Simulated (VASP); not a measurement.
# Ag2O (Pn-3m) in VASP: a series of runs

The runs below take Ag2O through single point, relaxation of the atoms, with PBE.

Program: VASP 6.6.1. These are calculated values, not measurements. Logs are shortened: lines on timing, memory, paths and dates and some standing lists are left out, and cuts for length are marked.

### Step 1. The cell of the first run

The structure is cubic, space group Pn-3m (No. 224). Conventional cell: a = 4.731 Å, b = 4.731 Å, c = 4.731 Å, α = 90.00°, β = 90.00°, γ = 90.00°. Within 2.7 Å of Ag (site symmetry -3m) lie 2 O at 2.05 Å. Within 2.7 Å of O (site symmetry -43m) lie 4 Ag at 2.05 Å.

### Step 2. Single point, PBE

INCAR reads:

```
PREC = Accurate
ENCUT = 600
EDIFF = 1E-6
ISMEAR = -1
SIGMA = 0.02
LREAL = False
LASPH = True
NELM = 120
ALGO = Normal
ISIF = 2
LWAVE = False
LCHARG = True
GGA = PE
LELF = True
LVHAR = True
NBANDS = 37
GGA_COMPAT = False
```

KPOINTS reads:

```
regular mesh
0
Gamma
  4 4 4
```

POSCAR reads:

```
Ag2O
1.0
    4.7306100000      0.0000000000      0.0000000000
    0.0000000000      4.7306100000      0.0000000000
    0.0000000000      0.0000000000      4.7306100000
Ag O
4 2
Direct
    0.7500000000      0.7500000000      0.7500000000
    0.7500000000      0.2500000000      0.2500000000
    0.2500000000      0.2500000000      0.7500000000
    0.2500000000      0.7500000000      0.2500000000
    0.0000000000      0.0000000000      0.0000000000
    0.5000000000      0.5000000000      0.5000000000
```

Potentials or basis: VASP PAW PBE potentials, release 64 (Ag, O).

Command:

```
$ cat potpaw_PBE.64/Ag/POTCAR potpaw_PBE.64/O/POTCAR > POTCAR
$ mpirun -np 1 vasp_std > vasp.out
```

OUTCAR:

```text
PREC = Accurate
   ENCUT = 600
   EDIFF = 1E-6
   ISMEAR = -1
   LREAL = False
   LASPH = True
   NELM = 120
   ISIF = 2
   GGA = PE

 ion  position               nearest neighbor table
   1  0.750  0.750  0.750-   5 2.05   6 2.05   4 3.35   2 3.35   3 3.35   2 3.35   4 3.35   2 3.35
                             3 3.35   2 3.35   3 3.35   4 3.35   4 3.35   3 3.35
   2  0.750  0.250  0.250-   5 2.05   6 2.05   4 3.35   1 3.35   3 3.35   1 3.35   3 3.35   1 3.35
                             4 3.35   1 3.35   3 3.35   4 3.35   3 3.35   4 3.35
   3  0.250  0.250  0.750-   5 2.05   6 2.05   4 3.35   1 3.35   2 3.35   2 3.35   4 3.35   1 3.35
                             4 3.35   4 3.35   1 3.35   2 3.35   2 3.35   1 3.35
   4  0.250  0.750  0.250-   5 2.05   6 2.05   3 3.35   1 3.35   2 3.35   1 3.35   3 3.35   2 3.35
                             3 3.35   3 3.35   1 3.35   2 3.35   1 3.35   2 3.35
   5  0.000  0.000  0.000-   1 2.05   2 2.05   3 2.05   4 2.05
   6  0.500  0.500  0.500-   1 2.05   2 2.05   3 2.05   4 2.05

  LATTYP: Found a simple cubic cell.
 ALAT       =     4.7306100000

  Lattice vectors:

 A1 = (   4.7306100000,   0.0000000000,   0.0000000000)
 A2 = (   0.0000000000,   4.7306100000,   0.0000000000)
 A3 = (   0.0000000000,   0.0000000000,   4.7306100000)

Analysis of symmetry for initial positions (statically):
=====================================================================
 Subroutine PRICEL returns:
 Original cell was already a primitive cell.

 Routine SETGRP: Setting up the symmetry group for a
 simple cubic supercell.

 Subroutine GETGRP returns: Found 48 space group operations
 (whereof 24 operations were pure point group operations)
 out of a pool of 48 trial point group operations.

The static configuration has the point symmetry T_d .
 The point group associated with its full space group is O_h .

Analysis of symmetry for dynamics (positions and initial velocities):
=====================================================================
 Subroutine PRICEL returns:
 Original cell was already a primitive cell.

 Routine SETGRP: Setting up the symmetry group for a
 simple cubic supercell.

 Subroutine GETGRP returns: Found 48 space group operations
 (whereof 24 operations were pure point group operations)
 out of a pool of 48 trial point group operations.

The dynamic configuration has the point symmetry T_d .
 The point group associated with its full space group is O_h .

 Subroutine INISYM returns: Found 48 space group operations
 (whereof 24 operations are pure point group operations),
 and found     1 'primitive' translations

----------------------------------------------------------------------------------------

                                     Primitive cell

  volume of cell :     105.8648

  direct lattice vectors                    reciprocal lattice vectors
     4.730610000  0.000000000  0.000000000     0.211389229  0.000000000  0.000000000
     0.000000000  4.730610000  0.000000000     0.000000000  0.211389229  0.000000000
     0.000000000  0.000000000  4.730610000     0.000000000  0.000000000  0.211389229

  length of vectors
     4.730610000  4.730610000  4.730610000     0.211389229  0.211389229  0.211389229

  position of ions in fractional coordinates (direct lattice)
     0.750000000  0.750000000  0.750000000
     0.750000000  0.250000000  0.250000000
     0.250000000  0.250000000  0.750000000
     0.250000000  0.750000000  0.250000000
     0.000000000  0.000000000  0.000000000
     0.500000000  0.500000000  0.500000000

  ion indices of the primitive-cell ions
   primitive index   ion index
                 1           1
                 2           2
                 3           3
                 4           4
                 5           5
                 6           6

----------------------------------------------------------------------------------------

 KPOINTS: regular mesh

Automatic generation of k-mesh.
 Grid dimensions read from file:
 generate k-points for:    4    4    4

 Generating k-lattice:

  Cartesian coordinates                     Fractional coordinates (reciprocal lattice)
     0.052847307  0.000000000  0.000000000     0.250000000  0.000000000  0.000000000
     0.000000000  0.052847307  0.000000000     0.000000000  0.250000000  0.000000000
     0.000000000  0.000000000  0.052847307     0.000000000  0.000000000  0.250000000

  Length of vectors
     0.052847307  0.052847307  0.052847307

  Shift w.r.t. Gamma in fractional coordinates (k-lattice)
     0.000000000  0.000000000  0.000000000

 Subroutine IBZKPT returns following result:
 ===========================================

 Found     10 irreducible k-points:

 Following reciprocal coordinates:
            Coordinates               Weight
  0.000000  0.000000  0.000000      1.000000
  0.250000  0.000000  0.000000      6.000000
  0.500000  0.000000  0.000000      3.000000
  0.250000  0.250000  0.000000     12.000000
  0.500000  0.250000  0.000000     12.000000
  0.500000  0.500000  0.000000      3.000000
  0.250000  0.250000  0.250000      8.000000
  0.500000  0.250000  0.250000     12.000000
  0.500000  0.500000  0.250000      6.000000
  0.500000  0.500000  0.500000      1.000000
   k-points           NKPTS =     10   k-points in BZ     NKDIM =     10   number of bands    NBANDS=     37
   number of dos      NEDOS =    301   number of ions     NIONS =      6
   total plane-waves  NPLWV =  64000
   dimension x,y,z NGX =    40 NGY =   40 NGZ =   40
   dimension x,y,z NGXF=    80 NGYF=   80 NGZF=   80
   ions per type =               4   2
   NGX,Y,Z   is equivalent  to a cutoff of  14.06, 14.06, 14.06 a.u.
   NGXF,Y,Z  is equivalent  to a cutoff of  28.11, 28.11, 28.11 a.u.
 SYSTEM =  unknown system
   PREC   = accura    normal or accurate (medium, high low for compatibility)
   ISTART =      0    job   : 0-new  1-cont  2-samecut
   ICHARG =      2    charge: 1-file 2-atom 10-const
   ISPIN  =      1    spin polarized calculation?
   LNONCOLLINEAR =      F non collinear calculations
   LSORBIT =      F    spin-orbit coupling
   LASPH  =      T    aspherical Exc in radial PAW
   ENCUT  =  600.0 eV  44.10 Ry    6.64 a.u.   9.45  9.45  9.45*2*pi/ulx,y,z
   NELM   =    120;   NELMIN=  2; NELMDL= -5     # of ELM steps
   EDIFF  = 0.1E-05   stopping-criterion for ELM
   LREAL  =      F    real-space projection
   EDIFFG = 0.1E-04   stopping-criterion for IOM
   NSW    =      0    number of steps for IOM
   IBRION =     -1    ionic relax: 0-MD 1-quasi-New 2-CG
   NFREE  =      0    steps in history (QN), initial steepest desc. (CG)
   ISIF   =      2    stress and relaxation
   ISYM   =      2    0-nonsym 1-usesym 2-fastsym
   POTIM  = 0.5000    time-step for ionic-motion
   TEBEG  =    0.0;   TEEND  =   0.0 temperature during run
   PSTRESS=    0.0 pullay stress
   NELECT =      56.0000    total number of electrons
   NUPDOWN=      -1.0000    fix difference up-down
   EMIN   =  10.00;   EMAX   =-10.00  energy-range for DOS
   EFERMI =   0.00;   METHOD = LEGACY
   ISMEAR =    -1;   SIGMA  =   0.02  broadening in eV -4-tet -1-fermi 0-gaus
   EFERMI_NEDOS =   21; number of points for ismear=-14 and -15
   IALGO  =     38    algorithm
   IMIX   =      4    mixing-type and parameters
     AMIX     =   0.40;   BMIX     =  1.00
     AMIX_MAG =   1.60;   BMIX_MAG =  1.00
  volume/ion in A,a.u.               =      17.64       119.07
  Fermi-wavevector in a.u.,A,eV,Ry     =   1.323997  2.501992 23.850581  1.752968
  Thomas-Fermi vector in A             =   2.453564
   LORBIT       =      0    0 simple, 1 ext, 2 COOP (PROOUT), +10 PAW based schemes
   GGA     = PE    functional components
   LHFCALC =     F    Hartree Fock is set to
   AEXX    =    0.0000 exact exchange contribution
   IVDW    =     0    specifies the selected vdW correction
   LEPSILON=     F    determine dielectric tensor
   LRPA    =     F    only Hartree local field effects (RPA)
 non-spin polarized calculation
  energy-cutoff  :      600.00
  volume of cell :      105.86
 maximum number of plane-waves:      3575
 NGX is ok and might be reduce to    40
   NGX = 19   NGY = 19   NGZ = 19

 number of electron      56.0000016 magnetization

 Free energy of the ion-electron system (eV)
  ---------------------------------------------------
  ext. energy  EPLUGINS =         0.00000000
  ---------------------------------------------------
  free energy    TOTEN  =       -21.39049778 eV

  energy without entropy =      -21.38916030  energy(sigma->0) =      -21.38982904

 E-fermi :   4.6400     XC(G=0): -10.4962

 val. band max:        4.6346528349   @ k =   0.0000   0.0000   0.0000
 cond. band min:       5.3219115031   @ k =   0.2500   0.0000   0.0000
 fundamental gap:      0.6872586681
 Fermi energy:         4.6399540227

 k-point     1 :       0.0000    0.0000    0.0000
  band No.  band energies     occupation
      1     -14.2390      2.00000
      2     -13.5619      2.00000
      3      -2.2133      2.00000
      4      -2.2133      2.00000
      5      -2.2133      2.00000
      6       0.0033      2.00000
[... 29 lines left out ...]
     36      13.3139      0.00000
     37      13.3139      0.00000

 k-point     2 :       0.2500    0.0000    0.0000
  band No.  band energies     occupation
      1     -14.1445      2.00000
      2     -13.6662      2.00000
      3      -2.0122      2.00000
      4      -2.0122      2.00000
      5      -1.9247      2.00000
      6      -0.1574      2.00000
[... 29 lines left out ...]
     36      12.7063      0.00000
     37      12.7063      0.00000

 k-point     3 :       0.5000    0.0000    0.0000
  band No.  band energies     occupation
      1     -13.9103      2.00000
      2     -13.9103      2.00000
      3      -1.6849      2.00000
      4      -1.6849      2.00000
      5      -1.1469      2.00000
      6      -1.1469      2.00000
[... 29 lines left out ...]
     36      12.2633      0.00000
     37      13.1301      0.00000

 k-point     4 :       0.2500    0.2500    0.0000
  band No.  band energies     occupation
      1     -14.0754      2.00000
      2     -13.7371      2.00000
      3      -2.0483      2.00000
      4      -1.8729      2.00000
      5      -1.5041      2.00000
      6      -0.7530      2.00000
[... 29 lines left out ...]
     36      13.1001      0.00000
     37      13.8212      0.00000

 k-point     5 :       0.5000    0.2500    0.0000
  band No.  band energies     occupation
      1     -13.9071      2.00000
      2     -13.9071      2.00000
      3      -1.7940      2.00000
      4      -1.7940      2.00000
      5      -1.1119      2.00000
      6      -1.1119      2.00000
[... 29 lines left out ...]
     36      11.9047      0.00000
     37      15.2691      0.00000

 k-point     6 :       0.5000    0.5000    0.0000
  band No.  band energies     occupation
      1     -13.9040      2.00000
      2     -13.9040      2.00000
      3      -1.8656      2.00000
      4      -1.8656      2.00000
      5      -1.1217      2.00000
      6      -1.1217      2.00000
[... 29 lines left out ...]
     36      12.7700      0.00000
     37      14.3944      0.00000

 k-point     7 :       0.2500    0.2500    0.2500
  band No.  band energies     occupation
      1     -14.0624      2.00000
      2     -13.7455      2.00000
      3      -1.9712      2.00000
      4      -1.9712      2.00000
      5      -1.2212      2.00000
      6      -1.0888      2.00000
[... 29 lines left out ...]
     36      13.8452      0.00000
     37      13.8452      0.00000

 k-point     8 :       0.5000    0.2500    0.2500
  band No.  band energies     occupation
      1     -14.0486      2.00000
      2     -13.7545      2.00000
      3      -1.9048      2.00000
      4      -1.8854      2.00000
      5      -1.6014      2.00000
      6      -0.5677      2.00000
[... 29 lines left out ...]
     36      13.3639      0.00000
     37      14.2819      0.00000

 k-point     9 :       0.5000    0.5000    0.2500
  band No.  band energies     occupation
      1     -14.1043      2.00000
      2     -13.6876      2.00000
      3      -1.9805      2.00000
      4      -1.9805      2.00000
      5      -1.7968      2.00000
      6      -0.2774      2.00000
[... 29 lines left out ...]
     36      12.1851      0.00000
     37      15.5839      0.00000

 k-point    10 :       0.5000    0.5000    0.5000
  band No.  band energies     occupation
      1     -14.1831      2.00000
      2     -13.5925      2.00000
      3      -2.0725      2.00000
      4      -2.0725      2.00000
      5      -2.0725      2.00000
      6       0.3851      2.00000
[... 29 lines left out ...]
     36      10.7579      0.00000
     37      17.4439      0.00000

------------------------ aborting loop because EDIFF is reached ----------------------------------------

  FORCE on cell =-STRESS in cart. coord.  units (eV):
  Direction    XX          YY          ZZ          XY          YZ          ZX
  --------------------------------------------------------------------------------------
  -------------------------------------------------------------------------------------
  Total        2.6522433      2.6522433      2.6522433     -0.0000000     -0.0000000      0.0000000
  in kB       40.1395506     40.1395506     40.1395506     -0.0000000     -0.0000000      0.0000000
  external PRESSURE =      40.1395506 kB  Pullay stress =       0.0000000 kB

 VOLUME and BASIS-vectors are now :
 -----------------------------------------------------------------------------
  energy-cutoff  :      600.00
  volume of cell :      105.86
      direct lattice vectors                 reciprocal lattice vectors
     4.730610000  0.000000000  0.000000000     0.211389229  0.000000000  0.000000000
     0.000000000  4.730610000  0.000000000     0.000000000  0.211389229  0.000000000
     0.000000000  0.000000000  4.730610000     0.000000000  0.000000000  0.211389229

 POSITION                                       TOTAL-FORCE (eV/Angst)
 -----------------------------------------------------------------------------------
      3.54796      3.54796      3.54796        -0.000000     -0.000000      0.000000
      3.54796      1.18265      1.18265         0.000000     -0.000000     -0.000000
      1.18265      1.18265      3.54796         0.000000      0.000000     -0.000000
      1.18265      3.54796      1.18265        -0.000000     -0.000000     -0.000000
      0.00000      0.00000      0.00000         0.000000     -0.000000      0.000000
      2.36531      2.36531      2.36531         0.000000      0.000000      0.000000
 -----------------------------------------------------------------------------------
    total drift:                                0.000000      0.000000      0.000000

  FREE ENERGIE OF THE ION-ELECTRON SYSTEM (eV)
  ---------------------------------------------------
  free  energy   TOTEN  =       -21.3904977831 eV

  energy  without entropy=      -21.3891603004  energy(sigma->0) =      -21.38982904
```

It took 47 s on 1 thread of Intel Xeon Platinum 8259CL at 2.50GHz (Skylake/Cascade Lake), shared host; peak memory 0.24 GiB.

What came out:

| Property | Result |
| --- | --- |
| Free energy | -21.3905 eV |
| Pressure | 4.0 GPa |

Caveat: the cell stands under pressure.

### Step 3. Relaxation of the atoms, PBE

INCAR reads:

```
PREC = Accurate
ENCUT = 520
EDIFF = 1E-7
ISMEAR = -1
SIGMA = 0.02
LREAL = False
LASPH = True
NELM = 120
ALGO = Normal
ISIF = 2
LWAVE = False
LCHARG = False
GGA = PE
IBRION = 2
NSW = 80
EDIFFG = -0.02
GGA_COMPAT = False
NELMIN = 4
```

KPOINTS reads:

```
Automatic mesh
0
Gamma
  4 4 4
```

POSCAR is that of step 2.

Potentials or basis: VASP PAW PBE potentials, release 64 (Ag, O).

Command:

```
$ cat potpaw_PBE.64/Ag/POTCAR potpaw_PBE.64/O/POTCAR > POTCAR
$ mpirun -np 1 vasp_std > vasp.out
```

It took 34 s on 1 thread of Intel Xeon Platinum 8259CL at 2.50GHz (Skylake/Cascade Lake), shared host; peak memory 0.21 GiB.

Results (log left out):

* Free energy: -21.3882 eV
* Pressure after relaxing: 4.1 GPa

Final structure:
```yaml
crystal:
  lattice:
    - [4.73061, 0.00000, 0.00000]
    - [0.00000, 4.73061, 0.00000]
    - [0.00000, 0.00000, 4.73061]
  atoms:
    - { symbol: Ag, position: [0.75000, 0.75000, 0.75000] }
    - { symbol: Ag, position: [0.75000, 0.25000, 0.25000] }
    - { symbol: Ag, position: [0.25000, 0.25000, 0.75000] }
    - { symbol: Ag, position: [0.25000, 0.75000, 0.25000] }
    - { symbol: O, position: [0.00000, 0.00000, 0.00000] }
    - { symbol: O, position: [0.50000, 0.50000, 0.50000] }
```

Levels at points of the mesh, in eV from the Fermi level:
```
           k point  band 25  band 26  band 27  band 28  band 29  band 30  band 31  band 32
(0.00, 0.00, 0.00)    -2.67    -0.03    -0.03    -0.03    -0.01     2.02     2.02     7.23
(0.50, 0.00, 0.00)    -1.63    -1.63    -0.50    -0.50     2.05     2.05     4.72     4.72
(0.50, 0.50, 0.00)    -1.65    -1.65    -0.85    -0.85     2.08     2.08     3.71     3.71
(0.50, 0.50, 0.50)    -1.78    -0.72    -0.72    -0.72     2.56     2.56     2.56     4.84
```

Caveat: the relaxation stopped at its first step, so nothing moved.
